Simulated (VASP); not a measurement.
# Nb (Im-3m) in VASP: a series of runs

Nb is run at these levels: PBE, r2SCAN; tasks: single point.

Everything below comes from runs of VASP 6.6.1. Logs are shortened: lines on timing, memory, paths and dates and some standing lists are left out, and cuts for length are marked.

## (1) The cell of the first run

The structure is cubic, space group Im-3m (No. 229). Conventional cell: a = 3.309 Å, b = 3.309 Å, c = 3.309 Å, α = 90.00°, β = 90.00°, γ = 90.00°. Within 3.8 Å of Nb (site symmetry m-3m) lie 14 Nb at 2.87 to 3.31 Å.

## (2) Single point, PBE

Contents of INCAR:

```
PREC = Accurate
ENCUT = 520
EDIFF = 1E-6
ISMEAR = 1
SIGMA = 0.1
LREAL = Auto
LASPH = True
NELM = 80
ALGO = Normal
ISIF = 2
LWAVE = False
LCHARG = True
GGA = PE
LELF = True
LVHAR = True
NBANDS = 118
```

Contents of KPOINTS:

```
regular mesh
0
Gamma
  3 3 3
```

Contents of POSCAR:

```
Nb
1.0
    6.6171497896      0.0000000000      0.0000000000
    0.0000000000      6.6171497896      0.0000000000
    0.0000000000      0.0000000000      6.6171497896
Nb
16
Direct
    0.0000000000      0.0000000000      0.0000000000
    0.2500000000      0.2500000000      0.2500000000
    0.0000000000      0.0000000000      0.5000000000
    0.2500000000      0.2500000000      0.7500000000
    0.0000000000      0.5000000000      0.0000000000
    0.2500000000      0.7500000000      0.2500000000
    0.0000000000      0.5000000000      0.5000000000
    0.2500000000      0.7500000000      0.7500000000
    0.5000000000      0.0000000000      0.0000000000
    0.7500000000      0.2500000000      0.2500000000
    0.5000000000      0.0000000000      0.5000000000
    0.7500000000      0.2500000000      0.7500000000
    0.5000000000      0.5000000000      0.0000000000
    0.7500000000      0.7500000000      0.2500000000
    0.5000000000      0.5000000000      0.5000000000
    0.7500000000      0.7500000000      0.7500000000
```

Potentials or basis: VASP PAW PBE potentials, release 64 (Nb_sv).

Launch:

```
cat potpaw_PBE.64/Nb_sv/POTCAR > POTCAR
mpirun -np 1 vasp_std > vasp.out
```

OUTCAR:

```text
PREC = Accurate
   ENCUT = 520
   EDIFF = 1E-6
   ISMEAR = 1
   LREAL = Auto
   LASPH = True
   NELM = 80
   ISIF = 2
   GGA = PE

 ion  position               nearest neighbor table
   1  0.000  0.000  0.000-   2 2.87   4 2.87   6 2.87   8 2.87  10 2.87  12 2.87  14 2.87  16 2.87

   2  0.250  0.250  0.250-   1 2.87   3 2.87   5 2.87   7 2.87   9 2.87  11 2.87  13 2.87  15 2.87

   3  0.000  0.000  0.500-   2 2.87   4 2.87   6 2.87   8 2.87  10 2.87  12 2.87  14 2.87  16 2.87

   4  0.250  0.250  0.750-   1 2.87   3 2.87   5 2.87   7 2.87   9 2.87  11 2.87  13 2.87  15 2.87

   5  0.000  0.500  0.000-   2 2.87   4 2.87   6 2.87   8 2.87  10 2.87  12 2.87  14 2.87  16 2.87

   6  0.250  0.750  0.250-   1 2.87   3 2.87   5 2.87   7 2.87   9 2.87  11 2.87  13 2.87  15 2.87

   7  0.000  0.500  0.500-   2 2.87   4 2.87   6 2.87   8 2.87  10 2.87  12 2.87  14 2.87  16 2.87

   8  0.250  0.750  0.750-   1 2.87   3 2.87   5 2.87   7 2.87   9 2.87  11 2.87  13 2.87  15 2.87

   9  0.500  0.000  0.000-   2 2.87   4 2.87   6 2.87   8 2.87  10 2.87  12 2.87  14 2.87  16 2.87

  10  0.750  0.250  0.250-   1 2.87   3 2.87   5 2.87   7 2.87   9 2.87  11 2.87  13 2.87  15 2.87

  11  0.500  0.000  0.500-   2 2.87   4 2.87   6 2.87   8 2.87  10 2.87  12 2.87  14 2.87  16 2.87

  12  0.750  0.250  0.750-   1 2.87   3 2.87   5 2.87   7 2.87   9 2.87  11 2.87  13 2.87  15 2.87

  13  0.500  0.500  0.000-   2 2.87   4 2.87   6 2.87   8 2.87  10 2.87  12 2.87  14 2.87  16 2.87

  14  0.750  0.750  0.250-   1 2.87   3 2.87   5 2.87   7 2.87   9 2.87  11 2.87  13 2.87  15 2.87

  15  0.500  0.500  0.500-   2 2.87   4 2.87   6 2.87   8 2.87  10 2.87  12 2.87  14 2.87  16 2.87

  16  0.750  0.750  0.750-   1 2.87   3 2.87   5 2.87   7 2.87   9 2.87  11 2.87  13 2.87  15 2.87

  LATTYP: Found a simple cubic cell.
 ALAT       =     6.6171497896

  Lattice vectors:

 A1 = (   6.6171497896,   0.0000000000,   0.0000000000)
 A2 = (   0.0000000000,   6.6171497896,   0.0000000000)
 A3 = (   0.0000000000,   0.0000000000,   6.6171497896)

Analysis of symmetry for initial positions (statically):
=====================================================================
 Subroutine PRICEL returns following result:

  LATTYP: Found a body centered cubic cell.
 ALAT       =     3.3085748948

  Lattice vectors:

 A1 = (   1.6542874474,   1.6542874474,  -1.6542874474)
 A2 = (  -1.6542874474,   1.6542874474,   1.6542874474)
 A3 = (   1.6542874474,  -1.6542874474,   1.6542874474)

  16 primitive cells build up your supercell.

 Routine SETGRP: Setting up the symmetry group for a
 simple cubic supercell.

 Subroutine GETGRP returns: Found 48 space group operations
 (whereof 48 operations were pure point group operations)
 out of a pool of 48 trial point group operations.

The static configuration has the point symmetry O_h .

Analysis of symmetry for dynamics (positions and initial velocities):
=====================================================================
 Subroutine PRICEL returns following result:

  LATTYP: Found a body centered cubic cell.
 ALAT       =     3.3085748948

  Lattice vectors:

 A1 = (   1.6542874474,   1.6542874474,  -1.6542874474)
 A2 = (  -1.6542874474,   1.6542874474,   1.6542874474)
 A3 = (   1.6542874474,  -1.6542874474,   1.6542874474)

  16 primitive cells build up your supercell.

 Routine SETGRP: Setting up the symmetry group for a
 simple cubic supercell.

 Subroutine GETGRP returns: Found 48 space group operations
 (whereof 48 operations were pure point group operations)
 out of a pool of 48 trial point group operations.

The dynamic configuration has the point symmetry O_h .

 Subroutine INISYM returns: Found 48 space group operations
 (whereof 48 operations are pure point group operations),
 and found    16 'primitive' translations

----------------------------------------------------------------------------------------

                                     Primitive cell

  volume of cell :      18.1089

  direct lattice vectors                    reciprocal lattice vectors
     1.654287447  1.654287447 -1.654287447     0.302244934  0.302244934  0.000000000
    -1.654287447  1.654287447  1.654287447    -0.000000000  0.302244934  0.302244934
     1.654287447 -1.654287447  1.654287447     0.302244934  0.000000000  0.302244934

  length of vectors
     2.865309909  2.865309909  2.865309909     0.427438885  0.427438885  0.427438885

  position of ions in fractional coordinates (direct lattice)
     0.000000000  0.000000000  0.000000000

  ion indices of the primitive-cell ions
   primitive index   ion index
                 1           1

----------------------------------------------------------------------------------------

 KPOINTS: regular mesh

Automatic generation of k-mesh.
 Grid dimensions read from file:
 generate k-points for:    3    3    3

 Generating k-lattice:

  Cartesian coordinates                     Fractional coordinates (reciprocal lattice)
     0.050374156  0.000000000  0.000000000     0.333333333  0.000000000  0.000000000
     0.000000000  0.050374156  0.000000000     0.000000000  0.333333333  0.000000000
     0.000000000  0.000000000  0.050374156     0.000000000  0.000000000  0.333333333

  Length of vectors
     0.050374156  0.050374156  0.050374156

  Shift w.r.t. Gamma in fractional coordinates (k-lattice)
     0.000000000  0.000000000  0.000000000

 Subroutine IBZKPT returns following result:
 ===========================================

 Found      4 irreducible k-points:

 Following reciprocal coordinates:
            Coordinates               Weight
  0.000000  0.000000  0.000000      1.000000
  0.333333  0.000000  0.000000      6.000000
  0.333333  0.333333  0.000000     12.000000
  0.333333  0.333333  0.333333      8.000000
   k-points           NKPTS =      4   k-points in BZ     NKDIM =      4   number of bands    NBANDS=    118
   number of dos      NEDOS =    301   number of ions     NIONS =     16
   total plane-waves  NPLWV = 125000
   dimension x,y,z NGX =    50 NGY =   50 NGZ =   50
   dimension x,y,z NGXF=   100 NGYF=  100 NGZF=  100
   ions per type =              16
   NGX,Y,Z   is equivalent  to a cutoff of  12.56, 12.56, 12.56 a.u.
   NGXF,Y,Z  is equivalent  to a cutoff of  25.12, 25.12, 25.12 a.u.
 SYSTEM =  unknown system
   PREC   = accura    normal or accurate (medium, high low for compatibility)
   ISTART =      0    job   : 0-new  1-cont  2-samecut
   ICHARG =      2    charge: 1-file 2-atom 10-const
   ISPIN  =      1    spin polarized calculation?
   LNONCOLLINEAR =      F non collinear calculations
   LSORBIT =      F    spin-orbit coupling
   LASPH  =      T    aspherical Exc in radial PAW
   ENCUT  =  520.0 eV  38.22 Ry    6.18 a.u.  12.30 12.30 12.30*2*pi/ulx,y,z
   NELM   =     80;   NELMIN=  2; NELMDL= -5     # of ELM steps
   EDIFF  = 0.1E-05   stopping-criterion for ELM
   LREAL  =      T    real-space projection
   EDIFFG = 0.1E-04   stopping-criterion for IOM
   NSW    =      0    number of steps for IOM
   IBRION =     -1    ionic relax: 0-MD 1-quasi-New 2-CG
   NFREE  =      0    steps in history (QN), initial steepest desc. (CG)
   ISIF   =      2    stress and relaxation
   ISYM   =      2    0-nonsym 1-usesym 2-fastsym
   POTIM  = 0.5000    time-step for ionic-motion
   TEBEG  =    0.0;   TEEND  =   0.0 temperature during run
   PSTRESS=    0.0 pullay stress
   NELECT =     208.0000    total number of electrons
   NUPDOWN=      -1.0000    fix difference up-down
   EMIN   =  10.00;   EMAX   =-10.00  energy-range for DOS
   EFERMI =   0.00;   METHOD = LEGACY
   ISMEAR =     1;   SIGMA  =   0.10  broadening in eV -4-tet -1-fermi 0-gaus
   EFERMI_NEDOS =   21; number of points for ismear=-14 and -15
   IALGO  =     38    algorithm
   IMIX   =      4    mixing-type and parameters
     AMIX     =   0.40;   BMIX     =  1.00
     AMIX_MAG =   1.60;   BMIX_MAG =  1.00
  volume/ion in A,a.u.               =      18.11       122.21
  Fermi-wavevector in a.u.,A,eV,Ry     =   1.465857  2.770068 29.235343  2.148737
  Thomas-Fermi vector in A             =   2.581664
   LORBIT       =      0    0 simple, 1 ext, 2 COOP (PROOUT), +10 PAW based schemes
   GGA     = PE    functional components
   LHFCALC =     F    Hartree Fock is set to
   AEXX    =    0.0000 exact exchange contribution
   IVDW    =     0    specifies the selected vdW correction
   LEPSILON=     F    determine dielectric tensor
   LRPA    =     F    only Hartree local field effects (RPA)
 non-spin polarized calculation
 Methfessel and Paxton  Order N= 1 SIGMA  =   0.10
  energy-cutoff  :      520.00
  volume of cell :      289.74
 maximum number of plane-waves:      7814
 NGX is ok and might be reduce to    50
   NGX = 25   NGY = 25   NGZ = 25

 number of electron     208.0000025 magnetization

 Free energy of the ion-electron system (eV)
  ---------------------------------------------------
  ext. energy  EPLUGINS =         0.00000000
  ---------------------------------------------------
  free energy    TOTEN  =      -163.73101837 eV

  energy without entropy =     -163.73014599  energy(sigma->0) =     -163.73072758

 E-fermi :  11.0169     XC(G=0): -12.4674

 val. band max:       10.9629310796   @ k =   0.3333   0.0000   0.0000
 cond. band min:      11.0515203223   @ k =   0.3333   0.0000   0.0000
 fundamental gap:      0.0885892428
 Fermi energy:        11.0168790615

 k-point     1 :       0.0000    0.0000    0.0000
  band No.  band energies     occupation
      1     -43.2387      2.00000
      2     -43.0182      2.00000
      3     -43.0182      2.00000
      4     -43.0182      2.00000
      5     -43.0182      2.00000
      6     -43.0182      2.00000
[... 108 lines left out ...]
    115      13.3638      0.00000
    116      13.3643      0.00000

 k-point     2 :       0.3333    0.0000    0.0000
  band No.  band energies     occupation
      1     -43.2075      2.00000
      2     -43.1247      2.00000
      3     -43.0131      2.00000
      4     -43.0131      2.00000
      5     -43.0131      2.00000
      6     -43.0131      2.00000
[... 108 lines left out ...]
    115      12.8417     -0.00000
    116      12.8435     -0.00000

 k-point     3 :       0.3333    0.3333    0.0000
  band No.  band energies     occupation
      1     -43.1796      2.00000
      2     -43.1063      2.00000
      3     -43.1063      2.00000
      4     -43.0593      2.00000
      5     -43.0082      2.00000
      6     -43.0082      2.00000
[... 108 lines left out ...]
    115      12.9593     -0.00000
    116      13.0877      0.00000

 k-point     4 :       0.3333    0.3333    0.3333
  band No.  band energies     occupation
      1     -43.1547      2.00000
      2     -43.0897      2.00000
      3     -43.0897      2.00000
      4     -43.0897      2.00000
      5     -43.0476      2.00000
      6     -43.0476      2.00000
[... 108 lines left out ...]
    115      13.5601      0.00000
    116      13.5813      0.00000
 [bands above 116 left out]

------------------------ aborting loop because EDIFF is reached ----------------------------------------

  FORCE on cell =-STRESS in cart. coord.  units (eV):
  Direction    XX          YY          ZZ          XY          YZ          ZX
  --------------------------------------------------------------------------------------
  -------------------------------------------------------------------------------------
  Total       -2.7955679     -2.7955679     -2.7955679     -0.0000000     -0.0000000      0.0000000
  in kB      -15.4585138    -15.4585138    -15.4585138     -0.0000000     -0.0000000      0.0000000
  external PRESSURE =     -15.4585138 kB  Pullay stress =       0.0000000 kB

 VOLUME and BASIS-vectors are now :
 -----------------------------------------------------------------------------
  energy-cutoff  :      520.00
  volume of cell :      289.74
      direct lattice vectors                 reciprocal lattice vectors
     6.617149790  0.000000000  0.000000000     0.151122467  0.000000000  0.000000000
     0.000000000  6.617149790  0.000000000     0.000000000  0.151122467  0.000000000
     0.000000000  0.000000000  6.617149790     0.000000000  0.000000000  0.151122467

 POSITION                                       TOTAL-FORCE (eV/Angst)
 -----------------------------------------------------------------------------------
      0.00000      0.00000      0.00000        -0.000000      0.000000      0.000000
      1.65429      1.65429      1.65429         0.000000      0.000000     -0.000000
      0.00000      0.00000      3.30857         0.000000      0.000000      0.000000
      1.65429      1.65429      4.96286        -0.000000     -0.000000      0.000000
      0.00000      3.30857      0.00000         0.000000      0.000000      0.000000
      1.65429      4.96286      1.65429        -0.000000     -0.000000     -0.000000
[... 8 lines left out ...]
      3.30857      3.30857      3.30857         0.000000      0.000000      0.000000
      4.96286      4.96286      4.96286         0.000000     -0.000000      0.000000
 -----------------------------------------------------------------------------------
    total drift:                                0.000000     -0.000000     -0.000000

  FREE ENERGIE OF THE ION-ELECTRON SYSTEM (eV)
  ---------------------------------------------------
  free  energy   TOTEN  =      -163.7310183736 eV

  energy  without entropy=     -163.7301459869  energy(sigma->0) =     -163.73072758
```

Run time: 8.1 min. Hardware: 1 thread of Intel Xeon 8259CL, shared host; peak memory 0.39 GiB.

Results:

```
Free energy            : -163.7310 eV
Pressure               : -1.5 GPa
Band gap on the k mesh : zero (bands 104 and 105 overlap by 1.40 eV)
```

Levels at points of the mesh, in eV from the Fermi level:
```csv
k point,band 97,band 98,band 99,band 100,band 101,band 102,band 103,band 104
"(0.00, 0.00, 0.00)",-0.97,0.47,0.47,0.47,1.06,1.06,1.06,1.06
```

## (3) Single point, r2SCAN

POSCAR is that of step 2.

Contents of INCAR.step1:

```
SYSTEM = Nb
PREC     = Accurate       ! precision mode
ENCUT    = 520            ! plane-wave cutoff, eV
ISMEAR   = 1              ! smearing method
SIGMA    = 0.1            ! smearing width, eV
LREAL    = Auto         
LASPH    = .True.         ! aspherical terms in the spheres
NELM     = 80             ! most SCF steps
NBANDS   = 118            ! bands
GGA      = PE             ! functional
ALGO     = Normal         ! electronic algorithm
EDIFF    = 1E-4           ! SCF threshold, eV
LWAVE    = .True.         ! write WAVECAR
LCHARG   = .False.        ! write CHGCAR
```

Contents of INCAR.step2:

```
SYSTEM = Nb
PREC     = Accurate       ! precision mode
ENCUT    = 520            ! plane-wave cutoff, eV
EDIFF    = 1E-7           ! SCF threshold, eV
ISMEAR   = 1              ! smearing method
SIGMA    = 0.1            ! smearing width, eV
LREAL    = Auto         
LASPH    = .True.         ! aspherical terms in the spheres
NELM     = 80             ! most SCF steps
ALGO     = Normal         ! electronic algorithm
ISIF     = 2              ! what is computed and relaxed
LWAVE    = .False.        ! write WAVECAR
LCHARG   = .False.        ! write CHGCAR
METAGGA  = R2SCAN         ! meta-GGA
LMIXTAU  = .True.       
NBANDS   = 118            ! bands
ISTART   = 1
```

Contents of KPOINTS:

```
Automatic mesh
0
Gamma
  3 3 3
  0 0 0
```

Potentials or basis: VASP PAW PBE potentials, release 64 (Nb_sv).

Launch:

```
cat potpaw_PBE.64/Nb_sv/POTCAR > POTCAR
cp INCAR.step1 INCAR
mpirun -np 1 vasp_std > vasp.out
cp INCAR.step2 INCAR
mpirun -np 1 vasp_std > vasp.out
```

It took 27 min on 1 thread of Intel Xeon 8259CL, shared host; peak memory 0.42 GiB.

The run converged. Its results:

| Quantity | Value |
| --- | --- |
| Free energy | -397.6886 eV |
| Pressure | -2.5 GPa |
| Band gap on the k mesh | zero (bands 104 and 105 overlap by 1.45 eV) |

Levels at points of the mesh, in eV from the Fermi level:
| k point | band 98 | band 99 | band 100 | band 101 | band 102 | band 103 | band 104 | band 105 |
| --- | --- | --- | --- | --- | --- | --- | --- | --- |
| (0.00, 0.00, 0.00) | 0.56 | 0.56 | 0.56 | 1.14 | 1.14 | 1.14 | 1.14 | 1.14 |

Caveat: the PAW data sets were made with another functional, which shifts forces and pressure a little.

(Continued in part 2 of 2.)

The gap in the log of VASP goes by the Fermi energy; the results here count the filled bands.